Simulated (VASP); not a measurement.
A run of VASP 6.6.1:

Contents of INCAR:

```
SYSTEM = BeTe
  PREC = Accurate
  ENCUT = 600
  EDIFF = 1E-6
  ISMEAR = 0
  SIGMA = 0.02
  LREAL = .False.
  LASPH = .True.
  NELM = 80
  ALGO = Normal
  ISIF = 3
  LWAVE = .False.
  LCHARG = .False.
  GGA = PE
  IBRION = 2
  NSW = 100
  EDIFFG = -0.01
```

File KPOINTS:

```
regular mesh
0
Gamma
  10 10 10
  0 0 0
```

File POSCAR:

```
BeTe
1.0
   -2.0121845588      2.0121845588      2.8103003890
    2.0121845588     -2.0121845588      2.8103003890
    2.0121845588      2.0121845588     -2.8103003890
Be Te
1 1
Direct
    0.0000000000      0.0000000000      0.0000000000
    0.2500000000      0.7500000000      0.5000000000
```

Potentials or basis: VASP PAW PBE potentials, release 64 (Be, Te).

The run is started by

```sh
$ cat potpaw_PBE.64/Be/POTCAR potpaw_PBE.64/Te/POTCAR > POTCAR
$ mpirun -np 1 vasp_std > vasp.out
```

Hardware: 1 thread of Intel(R) Xeon(R) 6975P-C (Granite Rapids), on a shared host.

Estimate the wall time of this run.

Wall time 25 s on 1 thread of Intel(R) Xeon(R) 6975P-C (Granite Rapids) (shared host), peak memory 0.21 GiB. Counts: scf iterations 22, k points 102, ion steps 3.
